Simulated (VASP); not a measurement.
# KNd2Sb3 (P-6m2) in VASP: further runs, part 3 of 3

VASP 6.6.1. Earlier steps stand in the parts before.

### Step 4. Single point, PBE (33.22 Å³/atom)

This run uses another cell than the first one, of 33.22 Å³/atom.

INCAR

```
  PREC = Accurate
  ENCUT = 500
  EDIFF = 1E-6
  ISMEAR = 0
  SIGMA = 0.02
  LREAL = False
  LASPH = True
  NELM = 200
  ALGO = Normal
  ISIF = 2
  LWAVE = False
  LCHARG = False
  GGA = PE
  NBANDS = 32
  GGA_COMPAT = False
  LMAXMIX = 6
```

KPOINTS

```
regular mesh
0
Gamma
  6 6 4
```

POSCAR

```
KNd2Sb3
1.0
    4.7173053837      0.0000000000      0.0000000000
   -2.3586526919      4.0853062996      0.0000000000
    0.0000000000      0.0000000000     10.3413320586
K Nd Sb
1 2 3
Direct
    0.6666666667      0.3333333333      0.0000000000
    0.3333333333      0.6666666667      0.3259392829
    0.3333333333      0.6666666667      0.6740607171
    0.0000000000      0.0000000000      0.5000000000
    0.0000000000      0.0000000000      0.8081201459
    0.0000000000      0.0000000000      0.1918798541
```

Potentials or basis: VASP PAW PBE potentials, release 64 (K_sv, Nd_3, Sb), 4f in core.

Launch:

```
cat potpaw_PBE.64/K_sv/POTCAR potpaw_PBE.64/Nd_3/POTCAR potpaw_PBE.64/Sb/POTCAR > POTCAR
mpirun -np 1 vasp_std > vasp.out
```

OUTCAR:

```text
PREC = Accurate
   ENCUT = 500
   EDIFF = 1E-6
   ISMEAR = 0
   LREAL = False
   LASPH = True
   NELM = 200
   ISIF = 2
   GGA = PE

 ion  position               nearest neighbor table
   1  0.667  0.333  0.000-   5 3.37   6 3.37   5 3.37   6 3.37   5 3.37   6 3.37
   2  0.333  0.667  0.326-   6 3.06   6 3.06   6 3.06   4 3.26   4 3.26   4 3.26   3 3.60
   3  0.333  0.667  0.674-   5 3.06   5 3.06   5 3.06   4 3.26   4 3.26   4 3.26   2 3.60
   4  0.000  0.000  0.500-   5 3.19   6 3.19   2 3.26   3 3.26   2 3.26   3 3.26   2 3.26   3 3.26

   5  0.000  0.000  0.808-   3 3.06   3 3.06   3 3.06   4 3.19   1 3.37   1 3.37   1 3.37
   6  0.000  0.000  0.192-   2 3.06   2 3.06   2 3.06   4 3.19   1 3.37   1 3.37   1 3.37

  LATTYP: Found a hexagonal cell.
 ALAT       =     4.7173053837
 C/A-ratio  =     2.1922117008

  Lattice vectors:

 A1 = (   4.7173053837,   0.0000000000,   0.0000000000)
 A2 = (  -2.3586526919,   4.0853062996,   0.0000000000)
 A3 = (   0.0000000000,   0.0000000000,  10.3413320586)

Analysis of symmetry for initial positions (statically):
=====================================================================
 Subroutine PRICEL returns:
 Original cell was already a primitive cell.

 Routine SETGRP: Setting up the symmetry group for a
 hexagonal supercell.

 Subroutine GETGRP returns: Found 12 space group operations
 (whereof 12 operations were pure point group operations)
 out of a pool of 24 trial point group operations.

The static configuration has the point symmetry D_3h.

Analysis of symmetry for dynamics (positions and initial velocities):
=====================================================================
 Subroutine PRICEL returns:
 Original cell was already a primitive cell.

 Routine SETGRP: Setting up the symmetry group for a
 hexagonal supercell.

 Subroutine GETGRP returns: Found 12 space group operations
 (whereof 12 operations were pure point group operations)
 out of a pool of 24 trial point group operations.

[... 126 lines left out ...]
  Fermi-wavevector in a.u.,A,eV,Ry     =   1.004220  1.897702 13.720915  1.008459
  Thomas-Fermi vector in A             =   2.136822
   LORBIT       =      0    0 simple, 1 ext, 2 COOP (PROOUT), +10 PAW based schemes
   GGA     = PE    functional components
   LHFCALC =     F    Hartree Fock is set to
   AEXX    =    0.0000 exact exchange contribution
   IVDW    =     0    specifies the selected vdW correction
   LEPSILON=     F    determine dielectric tensor
   LRPA    =     F    only Hartree local field effects (RPA)
 non-spin polarized calculation
 Gauss-broadening in eV      SIGMA  =   0.02
  energy-cutoff  :      500.00
  volume of cell :      199.29
 maximum number of plane-waves:      5090
 NGX is ok and might be reduce to    36
   NGX = 17   NGY = 17   NGZ = 37

 number of electron      46.0000002 magnetization

 Free energy of the ion-electron system (eV)
  ---------------------------------------------------
  ext. energy  EPLUGINS =         0.00000000
  ---------------------------------------------------
  free energy    TOTEN  =       -27.22436274 eV

  energy without entropy =      -27.22436274  energy(sigma->0) =      -27.22436274

 E-fermi :   4.3778     XC(G=0):  -9.0092

 val. band max:        4.1677791005   @ k =   0.3333   0.3333   0.5000
 cond. band min:       4.5170990615   @ k =   0.5000  -0.0000   0.0000
 fundamental gap:      0.3493199609
 Fermi energy:         4.3778240022

 k-point     1 :       0.0000    0.0000    0.0000
  band No.  band energies     occupation
      1     -33.8319      2.00000
      2     -33.8054      2.00000
      3     -25.9231      2.00000
      4     -15.1884      2.00000
      5     -15.0052      2.00000
      6     -15.0052      2.00000
[... 724 lines left out ...]
     31       8.1198      0.00000
     32       8.2205      0.00000

------------------------ aborting loop because EDIFF is reached ----------------------------------------

  FORCE on cell =-STRESS in cart. coord.  units (eV):
  Direction    XX          YY          ZZ          XY          YZ          ZX
  --------------------------------------------------------------------------------------
  -------------------------------------------------------------------------------------
  Total        5.8235178      5.8235178      5.7715406     -0.0000000      0.0000000     -0.0000000
  in kB       46.8167103     46.8167103     46.3988524     -0.0000000      0.0000000     -0.0000000
  external PRESSURE =      46.6774243 kB  Pullay stress =       0.0000000 kB

 VOLUME and BASIS-vectors are now :
 -----------------------------------------------------------------------------
  energy-cutoff  :      500.00
  volume of cell :      199.29
      direct lattice vectors                 reciprocal lattice vectors
     4.717305384  0.000000000  0.000000000     0.211985428  0.122389844  0.000000000
    -2.358652692  4.085306300  0.000000000     0.000000000  0.244779688  0.000000000
     0.000000000  0.000000000 10.341332059     0.000000000  0.000000000  0.096699341

 POSITION                                       TOTAL-FORCE (eV/Angst)
 -----------------------------------------------------------------------------------
      2.35865      1.36177      0.00000         0.000000      0.000000      0.000000
     -0.00000      2.72354      3.37065        -0.000000     -0.000000     -0.002628
     -0.00000      2.72354      6.97069        -0.000000     -0.000000      0.002628
      0.00000      0.00000      5.17067         0.000000      0.000000      0.000000
      0.00000      0.00000      8.35704         0.000000      0.000000      0.029028
      0.00000      0.00000      1.98429         0.000000      0.000000     -0.029028
 -----------------------------------------------------------------------------------
    total drift:                                0.000000     -0.000000      0.000000

  FREE ENERGIE OF THE ION-ELECTRON SYSTEM (eV)
  ---------------------------------------------------
  free  energy   TOTEN  =       -27.2243627402 eV

  energy  without entropy=      -27.2243627402  energy(sigma->0) =      -27.22436274
```

OSZICAR:

```text
N       E                     dE             d eps       ncg     rms          rms(c)
DAV:   1     0.350695532774E+03    0.35070E+03   -0.18820E+04  1344   0.121E+03
DAV:   2     0.956289912747E-01   -0.35060E+03   -0.33781E+03  1552   0.310E+02
DAV:   3    -0.258347940322E+02   -0.25930E+02   -0.25549E+02  2096   0.737E+01
DAV:   4    -0.277199504977E+02   -0.18852E+01   -0.18772E+01  2176   0.168E+01
DAV:   5    -0.277695133662E+02   -0.49563E-01   -0.49559E-01  1912   0.255E+00    0.957E+00
DAV:   6    -0.273451859005E+02    0.42433E+00   -0.56804E-01  1800   0.313E+00    0.598E+00
DAV:   7    -0.272181359675E+02    0.12705E+00   -0.68113E-01  1680   0.344E+00    0.104E+00
DAV:   8    -0.272225070522E+02   -0.43711E-02   -0.70534E-02  2104   0.914E-01    0.512E-01
DAV:   9    -0.272234985605E+02   -0.99151E-03   -0.78749E-03  1704   0.365E-01    0.154E-01
DAV:  10    -0.272241176363E+02   -0.61908E-03   -0.97398E-04  2064   0.123E-01    0.499E-02
DAV:  11    -0.272243238462E+02   -0.20621E-03   -0.21937E-04  1680   0.632E-02    0.158E-02
DAV:  12    -0.272243574694E+02   -0.33623E-04   -0.32817E-05  1952   0.199E-02    0.894E-03
DAV:  13    -0.272243624565E+02   -0.49872E-05   -0.13609E-05  1480   0.138E-02    0.419E-03
DAV:  14    -0.272243627402E+02   -0.28363E-06   -0.78745E-07  1344   0.387E-03
   1 F= -.27224363E+02 E0= -.27224363E+02  d E =-.204456E-24
```

stdout:

```text
POSCAR found type information on POSCAR K NdSb
 POSCAR found :  3 types and       6 ions
 scaLAPACK will be used
 LDA part: xc-table for (Slater+PW92), standard interpolation
 POSCAR, INCAR and KPOINTS ok, starting setup
 FFT: planning ... GRIDC
 FFT: planning ... GRID_SOFT
 FFT: planning ... GRID
 WAVECAR not read
 entering main loop
```

Run time: 2.2 min. Hardware: 1 thread of Intel Xeon Platinum 8375C at 2.90GHz (Ice Lake), shared host; peak memory 0.38 GiB.

Results:

```yaml
Free_energy: -27.2244 eV
Pressure: 4.7 GPa
Largest_force: 0.029 eV/Å
Band_gap_on_the_k_mesh: 0.35 eV (least direct gap 0.62 eV)
```

Forces on the atoms (eV/Å):
```
K    0.000  0.000  0.000
Nd   0.000  0.000 -0.003
Nd   0.000  0.000  0.003
Sb   0.000  0.000  0.000
Sb   0.000  0.000  0.029
Sb   0.000  0.000 -0.029
```

Caveat: the cell stands under pressure; semilocal functionals underestimate gaps, and a narrow one can read as zero; spin-orbit coupling is left out, which moves the levels of the heavy elements; the 4f electrons are frozen in the core, so they carry no moment and show no levels.

### Step 5. Single point, PBE (34.35 Å³/atom)

This run uses another cell than the first one, of 34.35 Å³/atom.

INCAR

```
PREC = Accurate
ENCUT = 500
EDIFF = 1E-6
ISMEAR = 0
SIGMA = 0.02
LREAL = F
LASPH = T
NELM = 200
ALGO = Normal
ISIF = 2
LWAVE = F
LCHARG = T
GGA = PE
LELF = T
LVHAR = T
NBANDS = 32
GGA_COMPAT = F
LMAXMIX = 6
```

KPOINTS is that of step 4.

POSCAR

```
KNd2Sb3
1.0
    4.7547565699      0.0000000000      0.0000000000
   -2.3773782850      4.1177399783      0.0000000000
    0.0000000000      0.0000000000     10.5260787138
K Nd Sb
1 2 3
Direct
    0.6666666667      0.3333333333      0.0000000000
    0.3333333333      0.6666666667      0.3274137565
    0.3333333333      0.6666666667      0.6725862435
    0.0000000000      0.0000000000      0.5000000000
    0.0000000000      0.0000000000      0.8036145073
    0.0000000000      0.0000000000      0.1963854927
```

Potentials or basis: VASP PAW PBE potentials, release 64 (K_sv, Nd_3, Sb), 4f in core.

Launch:

```
cat potpaw_PBE.64/K_sv/POTCAR potpaw_PBE.64/Nd_3/POTCAR potpaw_PBE.64/Sb/POTCAR > POTCAR
mpirun -np 1 vasp_std > vasp.out
```

OUTCAR:

```text
PREC = Accurate
   ENCUT = 500
   EDIFF = 1E-6
   ISMEAR = 0
   LREAL = F
   LASPH = T
   NELM = 200
   ISIF = 2
   GGA = PE

 ion  position               nearest neighbor table
   1  0.667  0.333  0.000-   5 3.44   6 3.44   5 3.44   6 3.44   5 3.44   6 3.44
   2  0.333  0.667  0.327-   6 3.07   6 3.07   6 3.07   4 3.29   4 3.29   4 3.29   3 3.63
   3  0.333  0.667  0.673-   5 3.07   5 3.07   5 3.07   4 3.29   4 3.29   4 3.29   2 3.63
   4  0.000  0.000  0.500-   5 3.20   6 3.20   2 3.29   3 3.29   2 3.29   3 3.29   2 3.29   3 3.29

   5  0.000  0.000  0.804-   3 3.07   3 3.07   3 3.07   4 3.20   1 3.44   1 3.44   1 3.44
   6  0.000  0.000  0.196-   2 3.07   2 3.07   2 3.07   4 3.20   1 3.44   1 3.44   1 3.44
[... 938 lines left out ...]
  Total        4.1739740      4.1739740      4.1110897     -0.0000000     -0.0000000     -0.0000000
  in kB       32.4493877     32.4493877     31.9605110     -0.0000000     -0.0000000     -0.0000000
  external PRESSURE =      32.2864288 kB  Pullay stress =       0.0000000 kB

 VOLUME and BASIS-vectors are now :
 -----------------------------------------------------------------------------
  energy-cutoff  :      500.00
  volume of cell :      206.09
      direct lattice vectors                 reciprocal lattice vectors
     4.754756570  0.000000000  0.000000000     0.210315709  0.121425831  0.000000000
    -2.377378285  4.117739978  0.000000000     0.000000000  0.242851663  0.000000000
     0.000000000  0.000000000 10.526078714     0.000000000  0.000000000  0.095002140

 POSITION                                       TOTAL-FORCE (eV/Angst)
 -----------------------------------------------------------------------------------
      2.37738      1.37258      0.00000        -0.000000      0.000000      0.000000
     -0.00000      2.74516      3.44638        -0.000000      0.000000     -0.000296
     -0.00000      2.74516      7.07970        -0.000000      0.000000      0.000296
      0.00000      0.00000      5.26304         0.000000     -0.000000      0.000000
      0.00000      0.00000      8.45891         0.000000     -0.000000      0.028767
      0.00000      0.00000      2.06717         0.000000     -0.000000     -0.028767
 -----------------------------------------------------------------------------------
    total drift:                                0.000000     -0.000000      0.000000

  FREE ENERGIE OF THE ION-ELECTRON SYSTEM (eV)
  ---------------------------------------------------
  free  energy   TOTEN  =       -27.3880956519 eV

  energy  without entropy=      -27.3880956519  energy(sigma->0) =      -27.38809565
```

Wall time 2 min (1 thread of Intel Xeon Platinum 8375C at 2.90GHz (Ice Lake), shared host); peak memory 0.38 GiB.

What came out:

- Free energy: -27.3881 eV
- Pressure: 3.2 GPa
- Largest force: 0.029 eV/Å
- Band gap on the k mesh: 0.49 eV (least direct gap 0.76 eV)

Forces in eV/Å, atoms in the order of the input:
```
K    0.000  0.000  0.000
Nd   0.000  0.000  0.000
Nd   0.000  0.000  0.000
Sb   0.000  0.000  0.000
Sb   0.000  0.000  0.029
Sb   0.000  0.000 -0.029
```

Caveat: the cell stands under pressure; semilocal functionals underestimate gaps, and a narrow one can read as zero; spin-orbit coupling is left out, which moves the levels of the heavy elements; the 4f electrons are frozen in the core, so they carry no moment and show no levels. A k mesh can miss the band edges.

### Step 6. The runs side by side

```tsv
task	cell	k mesh	smearing	gap on the mesh (eV)	pressure (GPa)	relaxed volume (Å³/atom)	largest force (eV/Å)
relaxation of cell and atoms	relaxed from a = 4.841, b = 4.841, c = 10.789 Å, angles 90.0, 90.0, 120.0°, 6 atoms, atomic positions A	4 × 4 × 2	gaussian 0.2 eV	none	0.0	30.28	0.05
relaxation of cell and atoms	relaxed from a = 4.953, b = 4.953, c = 10.397 Å, angles 90.0, 90.0, 120.0°, 6 atoms, atomic positions B	4 × 4 × 2	gaussian 0.2 eV	0.91	0.2	37.70	0.08
single point	a = 4.717, b = 4.717, c = 10.341 Å, angles 90.0, 90.0, 120.0°, 6 atoms, atomic positions C	6 × 6 × 4	gaussian 0.02 eV	0.35	4.7	-	0.03
single point	a = 4.755, b = 4.755, c = 10.526 Å, angles 90.0, 90.0, 120.0°, 6 atoms, atomic positions D	6 × 6 × 4	gaussian 0.02 eV	0.49	3.2	-	0.03
```

Alike in all rows: level PBE; potentials or basis VASP PAW PBE potentials, release 64 (K_sv, Nd_3, Sb), 4f in core; no spin polarisation; cutoff (eV) 500.

Caveats: some runs use coarse meshes; spin-orbit coupling is left out, which moves the levels of the heavy elements; the 4f electrons are frozen in the core, so they carry no moment and show no levels; the relaxation stopped at a loose force limit of 0.08 eV/Å, so its end isn't a converged minimum (at least some runs); the cell stands under pressure (at least some runs); semilocal functionals underestimate gaps, and a narrow one can read as zero (at least some runs); the volume moved by over 15 % at a fixed basis, so the end points are rough (at least some runs).

Absolute energies hang on the potentials; compare differences alone.

The gap in the log of VASP goes by the Fermi energy; the results here count the filled bands.